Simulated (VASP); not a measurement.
# Ba2SO (P4/mmm) in VASP: a series of runs

The runs below take Ba2SO through single point, with PBE, r2SCAN.

All numbers are computed with VASP 6.6.1; they aren't measurements. Logs are shortened: lines on timing, memory, paths and dates and some standing lists are left out, and cuts for length are marked.

## Step 1: The cell of the first run

It takes space group P4/mmm (No. 123, tetragonal). Conventional cell: a = 4.304 Å, b = 4.304 Å, c = 6.092 Å, α = 90.00°, β = 90.00°, γ = 90.00°. O (site symmetry 4/mmm) has 6 Ba at 3.04 to 3.05 Å within 4.0 Å. Ba (site symmetry 4/mmm) has 4 S at 3.04 Å and 2 O at 3.05 Å within 4.0 Å. Within 4.0 Å of Ba (site symmetry 4/mmm) lie 4 O at 3.04 Å and 2 S at 3.05 Å. Within 4.0 Å of S (site symmetry 4/mmm) lie 6 Ba at 3.04 to 3.05 Å.

## Step 2: Single point, PBE

INCAR

```
PREC = Accurate ; ENCUT = 520
EDIFF = 1E-6 ; ISMEAR = 0
SIGMA = 0.01 ; LREAL = F
LASPH = T ; NELM = 60
ALGO = Normal ; ISIF = 2
LWAVE = F ; LCHARG = T
GGA = PE ; LELF = T
LVHAR = T ; NBANDS = 24
```

KPOINTS

```
Automatic mesh
0
Gamma
  6 6 4
```

POSCAR

```
Ba2SO
1.0
    4.3036111510      0.0000000000      0.0000000000
    0.0000000000      4.3036111510      0.0000000000
    0.0000000000      0.0000000000      6.0921394107
O Ba S
1 2 1
Direct
    0.0000000000      0.0000000000      0.0000000000
    0.0000000000      0.0000000000      0.5000000000
    0.5000000000      0.5000000000      0.0000000000
    0.5000000000      0.5000000000      0.5000000000
```

Potentials or basis: VASP PAW PBE potentials, release 64 (O, Ba_sv, S).

Run with:

```console
> cat potpaw_PBE.64/O/POTCAR potpaw_PBE.64/Ba_sv/POTCAR potpaw_PBE.64/S/POTCAR > POTCAR
> mpirun -np 1 vasp_std > vasp.out
```

OUTCAR:

```text
PREC = Accurate
   ENCUT = 520
   EDIFF = 1E-6
   ISMEAR = 0
   LREAL = F
   LASPH = T
   NELM = 60
   ISIF = 2
   GGA = PE

 ion  position               nearest neighbor table
   1  0.000  0.000  0.000-   3 3.04   3 3.04   3 3.04   3 3.04   2 3.05   2 3.05
   2  0.000  0.000  0.500-   4 3.04   4 3.04   4 3.04   4 3.04   1 3.05   1 3.05   3 4.31   3 4.31
                             3 4.31   3 4.31   3 4.31   3 4.31   3 4.31   3 4.31
   3  0.500  0.500  0.000-   1 3.04   1 3.04   1 3.04   1 3.04   4 3.05   4 3.05   2 4.31   2 4.31
                             2 4.31   2 4.31   2 4.31   2 4.31   2 4.31   2 4.31
   4  0.500  0.500  0.500-   2 3.04   2 3.04   2 3.04   2 3.04   3 3.05   3 3.05

  LATTYP: Found a simple tetragonal cell.
 ALAT       =     4.3036111510
 C/A-ratio  =     1.4155877929

  Lattice vectors:

 A1 = (   4.3036111510,   0.0000000000,   0.0000000000)
 A2 = (   0.0000000000,   4.3036111510,   0.0000000000)
 A3 = (   0.0000000000,   0.0000000000,   6.0921394107)

Analysis of symmetry for initial positions (statically):
=====================================================================
 Subroutine PRICEL returns:
 Original cell was already a primitive cell.

 Routine SETGRP: Setting up the symmetry group for a
 simple tetragonal supercell.

 Subroutine GETGRP returns: Found 16 space group operations
 (whereof 16 operations were pure point group operations)
 out of a pool of 16 trial point group operations.

The static configuration has the point symmetry D_4h.

Analysis of symmetry for dynamics (positions and initial velocities):
=====================================================================
 Subroutine PRICEL returns:
 Original cell was already a primitive cell.

 Routine SETGRP: Setting up the symmetry group for a
 simple tetragonal supercell.

 Subroutine GETGRP returns: Found 16 space group operations
 (whereof 16 operations were pure point group operations)
 out of a pool of 16 trial point group operations.

The dynamic configuration has the point symmetry D_4h.

 Subroutine INISYM returns: Found 16 space group operations
 (whereof 16 operations are pure point group operations),
 and found     1 'primitive' translations

----------------------------------------------------------------------------------------

                                     Primitive cell

  volume of cell :     112.8329

  direct lattice vectors                    reciprocal lattice vectors
     4.303611151  0.000000000  0.000000000     0.232363000  0.000000000  0.000000000
     0.000000000  4.303611151  0.000000000     0.000000000  0.232363000  0.000000000
     0.000000000  0.000000000  6.092139411     0.000000000  0.000000000  0.164145948

  length of vectors
     4.303611151  4.303611151  6.092139411     0.232363000  0.232363000  0.164145948

  position of ions in fractional coordinates (direct lattice)
     0.000000000  0.000000000  0.000000000
     0.000000000  0.000000000  0.500000000
     0.500000000  0.500000000  0.000000000
     0.500000000  0.500000000  0.500000000

  ion indices of the primitive-cell ions
   primitive index   ion index
                 1           1
                 2           2
                 3           3
                 4           4

----------------------------------------------------------------------------------------

 KPOINTS: Automatic mesh

Automatic generation of k-mesh.
 Grid dimensions read from file:
 generate k-points for:    6    6    4

 Generating k-lattice:

  Cartesian coordinates                     Fractional coordinates (reciprocal lattice)
     0.038727167  0.000000000  0.000000000     0.166666667  0.000000000  0.000000000
     0.000000000  0.038727167  0.000000000     0.000000000  0.166666667  0.000000000
     0.000000000  0.000000000  0.041036487     0.000000000  0.000000000  0.250000000

  Length of vectors
     0.038727167  0.038727167  0.041036487

  Shift w.r.t. Gamma in fractional coordinates (k-lattice)
     0.000000000  0.000000000  0.000000000

 Subroutine IBZKPT returns following result:
 ===========================================

 Found     30 irreducible k-points:

 Following reciprocal coordinates:
            Coordinates               Weight
  0.000000  0.000000  0.000000      1.000000
  0.166667  0.000000  0.000000      4.000000
  0.333333  0.000000  0.000000      4.000000
  0.500000  0.000000  0.000000      2.000000
  0.166667  0.166667  0.000000      4.000000
  0.333333  0.166667  0.000000      8.000000
[... 16 lines left out ...]
  0.333333  0.000000  0.500000      4.000000
  0.500000  0.000000  0.500000      2.000000
 [... further k-points ...]
   k-points           NKPTS =     30   k-points in BZ     NKDIM =     30   number of bands    NBANDS=     24
   number of dos      NEDOS =    301   number of ions     NIONS =      4
   total plane-waves  NPLWV =  49152
   dimension x,y,z NGX =    32 NGY =   32 NGZ =   48
   dimension x,y,z NGXF=    64 NGYF=   64 NGZF=   96
[... 58 lines left out ...]
 cond. band min:       3.2844791785   @ k =   0.0000   0.0000   0.0000
 fundamental gap:      1.5744854350
 Fermi energy:         1.7839213360

 k-point     1 :       0.0000    0.0000    0.0000
  band No.  band energies     occupation
      1     -24.7060      2.00000
      2     -24.5910      2.00000
      3     -12.8206      2.00000
      4     -10.3814      2.00000
      5      -9.9417      2.00000
      6      -9.9417      2.00000
[... 16 lines left out ...]
     23       6.5710      0.00000
     24       7.5013      0.00000

 k-point     2 :       0.1667    0.0000    0.0000
  band No.  band energies     occupation
      1     -24.6934      2.00000
      2     -24.5898      2.00000
      3     -12.8651      2.00000
      4     -10.4895      2.00000
      5     -10.3322      2.00000
      6      -9.9044      2.00000
[... 16 lines left out ...]
     23       7.2195      0.00000
     24       7.9761      0.00000

 k-point     3 :       0.3333    0.0000    0.0000
  band No.  band energies     occupation
      1     -24.6653      2.00000
      2     -24.5898      2.00000
      3     -12.9532      2.00000
      4     -11.0226      2.00000
      5     -10.2108      2.00000
      6      -9.8178      2.00000
[... 16 lines left out ...]
     23       7.5718      0.00000
     24       8.1348      0.00000

 k-point     4 :       0.5000    0.0000    0.0000
  band No.  band energies     occupation
      1     -24.6486      2.00000
      2     -24.5925      2.00000
      3     -12.9970      2.00000
      4     -11.2184      2.00000
      5     -10.1234      2.00000
      6      -9.8077      2.00000
[... 16 lines left out ...]
     23       7.4333      0.00000
     24       7.7706      0.00000

 k-point     5 :       0.1667    0.1667    0.0000
  band No.  band energies     occupation
      1     -24.6820      2.00000
      2     -24.5877      2.00000
      3     -12.8869      2.00000
      4     -10.6025      2.00000
      5     -10.2888      2.00000
      6     -10.0585      2.00000
[... 16 lines left out ...]
     23       7.2264      0.00000
     24       7.5839      0.00000

 k-point     6 :       0.3333    0.1667    0.0000
  band No.  band energies     occupation
      1     -24.6573      2.00000
      2     -24.5853      2.00000
      3     -12.9331      2.00000
      4     -10.9235      2.00000
      5     -10.1837      2.00000
      6     -10.0336      2.00000
[... 16 lines left out ...]
     23       7.5083      0.00000
     24       8.0675      0.00000
[... 379 lines left out ...]
 k-point    21 :       0.0000    0.0000    0.5000
  band No.  band energies     occupation
      1     -24.6721      2.00000
      2     -24.6238      2.00000
      3     -12.9068      2.00000
      4     -10.8190      2.00000
      5      -9.8656      2.00000
      6      -9.8656      2.00000
[... 16 lines left out ...]
     23       7.0234      0.00000
     24       7.7421      0.00000

 k-point    22 :       0.1667    0.0000    0.5000
  band No.  band energies     occupation
      1     -24.6660      2.00000
      2     -24.6158      2.00000
      3     -12.9508      2.00000
      4     -11.0478      2.00000
      5      -9.8487      2.00000
      6      -9.8393      2.00000
[... 16 lines left out ...]
     23       7.3828      0.00000
     24       7.4789      0.00000

 k-point    23 :       0.3333    0.0000    0.5000
  band No.  band energies     occupation
      1     -24.6535      2.00000
      2     -24.5997      2.00000
      3     -13.0380      2.00000
      4     -11.4118      2.00000
      5      -9.8192      2.00000
      6      -9.7856      2.00000
[... 16 lines left out ...]
     23       7.9876      0.00000
     24       8.4325      0.00000

 k-point    24 :       0.5000    0.0000    0.5000
  band No.  band energies     occupation
      1     -24.6473      2.00000
      2     -24.5916      2.00000
      3     -13.0812      2.00000
      4     -11.5660      2.00000
      5      -9.8052      2.00000
      6      -9.7580      2.00000
[... 16 lines left out ...]
     23       8.0897      0.00000
     24       8.1750      0.00000

 [... further k-points ...]
[... 5 lines left out ...]
  --------------------------------------------------------------------------------------
  -------------------------------------------------------------------------------------
  Total        0.5537011      0.5537011      0.5602204      0.0000000      0.0000000     -0.0000000
  in kB        7.8623093      7.8623093      7.9548801      0.0000000      0.0000000     -0.0000000
  external PRESSURE =       7.8931663 kB  Pullay stress =       0.0000000 kB

 VOLUME and BASIS-vectors are now :
 -----------------------------------------------------------------------------
  energy-cutoff  :      520.00
  volume of cell :      112.83
      direct lattice vectors                 reciprocal lattice vectors
     4.303611151  0.000000000  0.000000000     0.232363000  0.000000000  0.000000000
     0.000000000  4.303611151  0.000000000     0.000000000  0.232363000  0.000000000
     0.000000000  0.000000000  6.092139411     0.000000000  0.000000000  0.164145948

 POSITION                                       TOTAL-FORCE (eV/Angst)
 -----------------------------------------------------------------------------------
      0.00000      0.00000      0.00000         0.000000      0.000000      0.000000
      0.00000      0.00000      3.04607         0.000000      0.000000      0.000000
      2.15181      2.15181      0.00000         0.000000      0.000000      0.000000
      2.15181      2.15181      3.04607         0.000000      0.000000      0.000000
 -----------------------------------------------------------------------------------
    total drift:                                0.000000     -0.000000     -0.000000

  FREE ENERGIE OF THE ION-ELECTRON SYSTEM (eV)
  ---------------------------------------------------
  free  energy   TOTEN  =       -21.2313523178 eV

  energy  without entropy=      -21.2313523178  energy(sigma->0) =      -21.23135232
```

It used 50 s of CPU time on 1 thread of Intel Xeon 6975P-C, on a shared host.

What came out:

- Free energy: -21.2314 eV
- Pressure: 0.8 GPa
- Band gap on the k mesh: 1.57 eV, direct

Caveat: spin-orbit coupling is left out, which moves the levels of the heavy elements.

## Step 3: Single point, PBE (volume changed by +3%)

INCAR

```
PREC     = Accurate       # precision mode
ENCUT    = 520            # plane-wave cutoff, eV
EDIFF    = 1E-7           # SCF threshold, eV
ISMEAR   = 0              # smearing method
SIGMA    = 0.01           # smearing width, eV
LREAL    = F              # projectors in reciprocal space
LASPH    = T              # aspherical terms in the spheres
NELM     = 100            # most SCF steps
ALGO     = Normal         # electronic algorithm
ISIF     = 2              # what is computed and relaxed
LWAVE    = F              # write WAVECAR
LCHARG   = F              # write CHGCAR
GGA      = PE             # functional
NBANDS   = 24             # bands
```

KPOINTS is that of step 2.

POSCAR

```
Ba2SO
1.0
    4.3462239337      0.0000000000      0.0000000000
    0.0000000000      4.3462239337      0.0000000000
    0.0000000000      0.0000000000      6.1524615457
O Ba S
1 2 1
Direct
    0.0000000000      0.0000000000      0.0000000000
    0.0000000000      0.0000000000      0.5000000000
    0.5000000000      0.5000000000      0.0000000000
    0.5000000000      0.5000000000      0.5000000000
```

Potentials or basis: VASP PAW PBE potentials, release 64 (O, Ba_sv, S).

Run with:

```console
> cat potpaw_PBE.64/O/POTCAR potpaw_PBE.64/Ba_sv/POTCAR potpaw_PBE.64/S/POTCAR > POTCAR
> mpirun -np 1 vasp_std > vasp.out
```

It used 58 s of CPU time on 1 thread of Intel Xeon 6975P-C, with other jobs on the host.

It converged, with:

```yaml
Free_energy: -21.2334 eV
Pressure: -0.6 GPa
Band_gap_on_the_k_mesh: 1.60 eV, direct
```

Levels at points of the mesh, in eV from the valence-band top:
| k point | band 14 | band 15 | band 16 | band 17 | band 18 | band 19 |
| --- | --- | --- | --- | --- | --- | --- |
| (0.00, 0.00, 0.00) | -0.06 | 0.00 | 0.00 | 1.60 | 2.63 | 3.68 |
| (0.50, 0.00, 0.00) | -0.96 | -0.59 | -0.23 | 3.59 | 4.57 | 4.62 |
| (0.50, 0.50, 0.00) | -0.08 | -0.08 | -0.02 | 1.72 | 1.72 | 4.54 |
| (0.00, 0.00, 0.50) | -0.75 | -0.06 | -0.06 | 1.96 | 3.09 | 3.72 |
| (0.50, 0.00, 0.50) | -0.96 | -0.79 | -0.66 | 4.40 | 4.74 | 5.43 |
| (0.50, 0.50, 0.50) | -0.63 | -0.22 | -0.22 | 3.42 | 3.42 | 4.41 |

Caveat: spin-orbit coupling is left out, which moves the levels of the heavy elements. A k mesh can miss the band edges.

## Step 4: Single point, PBE (volume changed by +6%)

INCAR

```
  PREC = Accurate
  ENCUT = 520
  EDIFF = 1E-6
  ISMEAR = 0
  SIGMA = 0.01
  LREAL = F
  LASPH = T
  NELM = 60
  ALGO = Normal
  ISIF = 2
  LWAVE = F
  LCHARG = F
  GGA = PE
  NBANDS = 24
```

KPOINTS

```
regular mesh
0
Gamma
  6 6 4
```

POSCAR

```
Ba2SO
1.0
    4.3880171123      0.0000000000      0.0000000000
    0.0000000000      4.3880171123      0.0000000000
    0.0000000000      0.0000000000      6.2116234591
O Ba S
1 2 1
Direct
    0.0000000000      0.0000000000      0.0000000000
    0.0000000000      0.0000000000      0.5000000000
    0.5000000000      0.5000000000      0.0000000000
    0.5000000000      0.5000000000      0.5000000000
```

Run with:

```console
> cat potpaw_PBE.64/O/POTCAR potpaw_PBE.64/Ba_sv/POTCAR potpaw_PBE.64/S/POTCAR > POTCAR
> mpirun -np 1 vasp_std > vasp.out
```

It took 1.7 min on 1 thread of Intel Xeon 6975P-C, shared host; peak memory 0.28 GiB.

Results (log left out):

- Free energy: -21.2073 eV
- Pressure: -1.9 GPa
- Band gap on the k mesh: 1.62 eV, direct

Levels at points of the mesh, in eV from the valence-band top:
```tsv
k point	band 14	band 15	band 16	band 17	band 18	band 19
(0.00, 0.00, 0.00)	-0.06	0.00	0.00	1.62	2.49	3.64
(0.50, 0.00, 0.00)	-0.93	-0.56	-0.23	3.53	4.46	4.53
(0.50, 0.50, 0.00)	-0.10	-0.10	-0.02	1.74	1.74	4.40
(0.00, 0.00, 0.50)	-0.73	-0.06	-0.06	1.97	3.06	3.58
(0.50, 0.00, 0.50)	-0.92	-0.75	-0.62	4.30	4.63	5.29
(0.50, 0.50, 0.50)	-0.60	-0.23	-0.23	3.38	3.38	4.33
```

Caveat: spin-orbit coupling is left out, which moves the levels of the heavy elements.

## Step 5: Single point, r2SCAN (volume changed by -6%)

POSCAR

```
Ba2SO
1.0
    4.2053779993      0.0000000000      0.0000000000
    0.0000000000      4.2053779993      0.0000000000
    0.0000000000      0.0000000000      5.9534675274
O Ba S
1 2 1
Direct
    0.0000000000      0.0000000000      0.0000000000
    0.0000000000      0.0000000000      0.5000000000
    0.5000000000      0.5000000000      0.0000000000
    0.5000000000      0.5000000000      0.5000000000
```

INCAR.step1

```
ALGO = Normal ; EDIFF = 1E-4
ENCUT = 520 ; GGA = PE
ISMEAR = 0 ; LASPH = True
LCHARG = False ; LREAL = False
LWAVE = True ; NBANDS = 24
NELM = 60 ; PREC = Accurate
SIGMA = 0.01
```

INCAR.step2

```
ALGO = Normal ; EDIFF = 1E-7
ENCUT = 520 ; ISIF = 2
ISMEAR = 0 ; ISTART = 1
LASPH = True ; LCHARG = False
LMIXTAU = True ; LREAL = False
LWAVE = False ; METAGGA = R2SCAN
NBANDS = 24 ; NELM = 60
PREC = Accurate ; SIGMA = 0.01
```

KPOINTS

```
k-points
0
Gamma
  6 6 4
```

Run with:

```console
> cat potpaw_PBE.64/O/POTCAR potpaw_PBE.64/Ba_sv/POTCAR potpaw_PBE.64/S/POTCAR > POTCAR
> cp INCAR.step1 INCAR
> mpirun -np 1 vasp_std > vasp.out
> cp INCAR.step2 INCAR
> mpirun -np 1 vasp_std > vasp.out
```

Run time: 5.2 min. Hardware: 1 thread of Intel Xeon 6975P-C, shared host; peak memory 0.27 GiB.

Results (log left out):

* Free energy: -76.0323 eV
* Pressure: 4.8 GPa
* Band gap on the k mesh: 1.83 eV, indirect (least direct gap 1.83 eV)

Levels at points of the mesh, in eV from the valence-band top:
```tsv
k point	band 12	band 13	band 14	band 15	band 16	band 17	band 18	band 19	band 20	band 21
(0.00, 0.00, 0.00)	-0.58	-0.58	-0.05	-0.01	-0.01	1.83	3.67	4.22	4.22	4.49
(0.50, 0.00, 0.00)	-2.08	-1.05	-0.97	-0.71	-0.22	4.11	5.35	5.42	5.67	5.97
(0.50, 0.50, 0.00)	-0.64	-0.57	-0.04	-0.04	0.00	1.96	1.96	5.59	6.61	7.51
(0.00, 0.00, 0.50)	-0.84	-0.72	-0.72	-0.08	-0.08	2.23	3.53	4.75	5.51	5.79
(0.50, 0.00, 0.50)	-2.56	-2.21	-1.08	-0.92	-0.80	5.15	5.56	6.34	6.65	6.88
(0.50, 0.50, 0.50)	-0.83	-0.83	-0.74	-0.16	-0.16	3.91	3.91	5.11	5.11	6.39
```

Caveat: the PAW data sets were made with another functional, which shifts forces and pressure a little; spin-orbit coupling is left out, which moves the levels of the heavy elements.

## Step 6: The runs side by side

| level | cell | gap on the mesh (eV) | pressure (GPa) |
| --- | --- | --- | --- |
| PBE | a = 4.304, b = 4.304, c = 6.092 Å, 4 atoms | 1.57 | 0.8 |
| PBE | a = 4.346, b = 4.346, c = 6.152 Å, 4 atoms | 1.60 | -0.6 |
| PBE | a = 4.388, b = 4.388, c = 6.212 Å, 4 atoms | 1.62 | -1.9 |
| r2SCAN | a = 4.205, b = 4.205, c = 5.953 Å, 4 atoms | 1.83 | 4.8 |

Alike in all rows: task single point; potentials or basis VASP PAW PBE potentials, release 64 (O, Ba_sv, S); no spin polarisation; k mesh 6 × 6 × 4; cutoff (eV) 520; smearing gaussian 0.01 eV.

Caveats: spin-orbit coupling is left out, which moves the levels of the heavy elements; the PAW data sets were made with another functional, which shifts forces and pressure a little (some runs).

Absolute energies hang on the potentials; compare differences alone.
